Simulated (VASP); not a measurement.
Crystal: ZrC.

```xyz
2
Lattice="3.3446 0.0000 0.0000 1.6723 2.8965 0.0000 1.6723 0.9655 2.7309" Properties=species:S:1:pos:R:3 pbc="T T T"
Zr    3.3446    1.9310    1.3654
C     0.0000    0.0000    0.0000
```

- Program: VASP 6.6.1
- Task: relaxation of cell and atoms
- Functional: PBE
- Dispersion: D3(BJ)
- Potentials or basis: VASP PAW PBE potentials, release 64 (Zr_sv, C)
- Cutoff: 600 eV
- k mesh: 7 × 7 × 7
- Occupations: methfessel-paxton, width 0.01 eV
- Spin: no spin polarisation

At the start: pressure -7.8 GPa; volume 13.23 Å³/atom.

Task: How do energy, volume and symmetry change on relaxing?

Result: Over 3 steps the energy falls by 11.7 meV/atom and the volume is 12.77 Å³/atom (-3.5 %); space group Fm-3m (No. 225, to 0.05 Å).

The path:
```csv
step,energy change (eV),largest force (eV/Å),pressure (GPa),volume (Å³)
1,0.0000,0.0000,-7.79,26.46
2,0.0427,0.0000,15.37,24.07
3,-0.0235,0.0000,-0.13,25.54
```

Final structure:
```xyz
2
Lattice="3.3054 0.0000 0.0000 1.6527 2.8625 0.0000 1.6527 0.9542 2.6988" Properties=species:S:1:pos:R:3 pbc="T T T"
Zr    3.3054    1.9084    1.3494
C     1.6527    0.9542    2.6988
```

Caveat: pairwise dispersion overbinds metals, which lowers pressure and volume.
